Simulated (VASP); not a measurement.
# SnO2 (P1) in VASP: a series of runs, part 2 of 2

VASP 6.6.1. Earlier steps stand in the parts before.

### Step 3. Single point, PBE

This run uses another cell than the first one, of 9.64 Å³/atom, 1.064 times its volume.

Input file INCAR:

```
SYSTEM = SnO2
ALGO = Normal
EDIFF = 1E-6
ENCUT = 600
GGA = PE
GGA_COMPAT = .FALSE.
ISIF = 2
ISMEAR = 0
LASPH = .TRUE.
LCHARG = .TRUE.
LELF = .TRUE.
LREAL = .FALSE.
LVHAR = .TRUE.
LWAVE = .FALSE.
NBANDS = 20
NELM = 120
PREC = Accurate
SIGMA = 0.01
```

Input file KPOINTS:

```
k-points
0
G
  2 2 2
  0 0 0
```

Input file POSCAR:

```
SnO2
1.0
    0.0000000000      2.4366250000      2.4366250000
    2.4366250000      0.0000000000      2.4366250000
    2.4366250000      2.4366250000      0.0000000000
Sn O
1 2
Direct
    0.0000000000      0.0000000000      0.0000000000
    0.2650000000      0.2500000000      0.2400000000
    0.7553977700      0.7015335900      0.7805116200
```

Potentials or basis: VASP PAW PBE potentials, release 64 (Sn_d, O).

Run with:

```sh
$ cat potpaw_PBE.64/Sn_d/POTCAR potpaw_PBE.64/O/POTCAR > POTCAR
$ mpirun -np 1 vasp_std > vasp.out
```

OUTCAR:

```text
SYSTEM = SnO2
   EDIFF = 1E-6
   ENCUT = 600
   GGA = PE
   ISIF = 2
   ISMEAR = 0
   LASPH = .TRUE.
   LREAL = .FALSE.
   NELM = 120
   PREC = Accurate

 ion  position               nearest neighbor table
   1  0.000  0.000  0.000-   3 1.97   2 2.07   2 2.11   2 2.12   3 2.13   2 2.14   3 2.15   3 2.20

   2  0.265  0.250  0.240-   1 2.07   1 2.11   1 2.12   1 2.14
   3  0.755  0.702  0.781-   1 1.97   1 2.13   1 2.15   1 2.20

  LATTYP: Found a face centered cubic cell.
 ALAT       =     4.8732500000

  Lattice vectors:

 A1 = (   0.0000000000,   2.4366250000,   2.4366250000)
 A2 = (   2.4366250000,   0.0000000000,   2.4366250000)
 A3 = (   2.4366250000,   2.4366250000,   0.0000000000)

Analysis of symmetry for initial positions (statically):
=====================================================================
 Subroutine PRICEL returns:
 Original cell was already a primitive cell.

 Routine SETGRP: Setting up the symmetry group for a
 face centered cubic supercell.

 Subroutine GETGRP returns: Found  1 space group operations
 (whereof  1 operations were pure point group operations)
 out of a pool of 48 trial point group operations.

The static configuration has the point symmetry C_1 .

Analysis of symmetry for dynamics (positions and initial velocities):
=====================================================================
 Subroutine PRICEL returns:
 Original cell was already a primitive cell.

 Routine SETGRP: Setting up the symmetry group for a
 face centered cubic supercell.

 Subroutine GETGRP returns: Found  1 space group operations
 (whereof  1 operations were pure point group operations)
 out of a pool of 48 trial point group operations.

The dynamic configuration has the point symmetry C_1 .

 Subroutine INISYM returns: Found  1 space group operations
 (whereof  1 operations are pure point group operations),
[... 95 lines left out ...]
   EFERMI =   0.00;   METHOD = LEGACY
   ISMEAR =     0;   SIGMA  =   0.01  broadening in eV -4-tet -1-fermi 0-gaus
   EFERMI_NEDOS =   21; number of points for ismear=-14 and -15
   IALGO  =     38    algorithm
   IMIX   =      4    mixing-type and parameters
     AMIX     =   0.40;   BMIX     =  1.00
     AMIX_MAG =   1.60;   BMIX_MAG =  1.00
  volume/ion in A,a.u.               =       9.64        65.08
  Fermi-wavevector in a.u.,A,eV,Ry     =   1.579794  2.985379 33.956747  2.495751
  Thomas-Fermi vector in A             =   2.680120
   LORBIT       =      0    0 simple, 1 ext, 2 COOP (PROOUT), +10 PAW based schemes
   GGA     = PE    functional components
   LHFCALC =     F    Hartree Fock is set to
   AEXX    =    0.0000 exact exchange contribution
   IVDW    =     0    specifies the selected vdW correction
   LEPSILON=     F    determine dielectric tensor
   LRPA    =     F    only Hartree local field effects (RPA)
 non-spin polarized calculation
 Gauss-broadening in eV      SIGMA  =   0.01
  energy-cutoff  :      600.00
  volume of cell :       28.93
 maximum number of plane-waves:       982
 NGX is ok and might be reduce to    28
   NGX = 13   NGY = 13   NGZ = 13

 number of electron      25.9999996 magnetization

 Free energy of the ion-electron system (eV)
  ---------------------------------------------------
  ext. energy  EPLUGINS =         0.00000000
  ---------------------------------------------------
  free energy    TOTEN  =       -16.77008407 eV

  energy without entropy =      -16.77008407  energy(sigma->0) =      -16.77008407

 E-fermi :   9.8504     XC(G=0): -12.5604

 val. band max:        9.7927352586   @ k =   0.5000   0.5000   0.0000
 cond. band min:      11.3800867865   @ k =   0.0000   0.0000   0.0000
 fundamental gap:      1.5873515278
 Fermi energy:         9.8504008909

 k-point     1 :       0.0000    0.0000    0.0000
  band No.  band energies     occupation
      1     -11.2989      2.00000
      2     -10.7989      2.00000
      3     -10.7758      2.00000
      4     -10.5765      2.00000
      5     -10.5123      2.00000
      6     -10.5070      2.00000
[... 173 lines left out ...]
     19      27.6204      0.00000
     20      28.9956      0.00000

------------------------ aborting loop because EDIFF is reached ----------------------------------------

  FORCE on cell =-STRESS in cart. coord.  units (eV):
  Direction    XX          YY          ZZ          XY          YZ          ZX
  --------------------------------------------------------------------------------------
  -------------------------------------------------------------------------------------
  Total        8.0046128      8.2047759      8.8859505     -1.4062832     -0.3258672      0.7699029
  in kB      443.2562082    454.3402594    492.0603726    -77.8730678    -18.0449266     42.6334457
  external PRESSURE =     463.2189467 kB  Pullay stress =       0.0000000 kB

 VOLUME and BASIS-vectors are now :
 -----------------------------------------------------------------------------
  energy-cutoff  :      600.00
  volume of cell :       28.93
      direct lattice vectors                 reciprocal lattice vectors
     0.000000000  2.436625000  2.436625000    -0.205201867  0.205201867  0.205201867
     2.436625000  0.000000000  2.436625000     0.205201867 -0.205201867  0.205201867
     2.436625000  2.436625000  0.000000000     0.205201867  0.205201867 -0.205201867

 POSITION                                       TOTAL-FORCE (eV/Angst)
 -----------------------------------------------------------------------------------
      0.00000      0.00000      0.00000        -1.041718      1.123081     -0.763694
      1.19395      1.23050      1.25486         0.100851      0.262222     -1.165618
      3.61119      3.74244      3.55000         0.940867     -1.385303      1.929312
 -----------------------------------------------------------------------------------
    total drift:                               -0.000077     -0.000046     -0.000183

  FREE ENERGIE OF THE ION-ELECTRON SYSTEM (eV)
  ---------------------------------------------------
  free  energy   TOTEN  =       -16.7700840715 eV

  energy  without entropy=      -16.7700840715  energy(sigma->0) =      -16.77008407
```

stdout:

```text
POSCAR found type information on POSCAR SnO
 POSCAR found :  2 types and       3 ions
 scaLAPACK will be used
 LDA part: xc-table for (Slater+PW92), standard interpolation
 POSCAR, INCAR and KPOINTS ok, starting setup
 FFT: planning ... GRIDC
 FFT: planning ... GRID_SOFT
 FFT: planning ... GRID
 WAVECAR not read
 entering main loop
```

Run time: 23 s. Hardware: 1 thread of Intel Xeon 8259CL, shared host; peak memory 0.15 GiB.

Results:

| Quantity | Value |
| --- | --- |
| Free energy | -16.7701 eV |
| Pressure | 46.3 GPa |
| Largest force | 2.555 eV/Å |
| Band gap on the k mesh | 1.59 eV, indirect (least direct gap 2.86 eV) |

Forces on the atoms (eV/Å):
```
Sn  -1.042  1.123 -0.764
O    0.101  0.262 -1.166
O    0.941 -1.385  1.929
```

Stress tensor (GPa, compression positive):
```
44.33 -7.79  4.26
-7.79 45.43 -1.80
 4.26 -1.80 49.21
```

Caveat: the k points lie up to 1.12 Å⁻¹ apart; spin-orbit coupling is left out, which moves the levels of the heavy elements; forces of over 1 eV/Å act on the atoms, so gaps and moduli don't describe the material at rest.
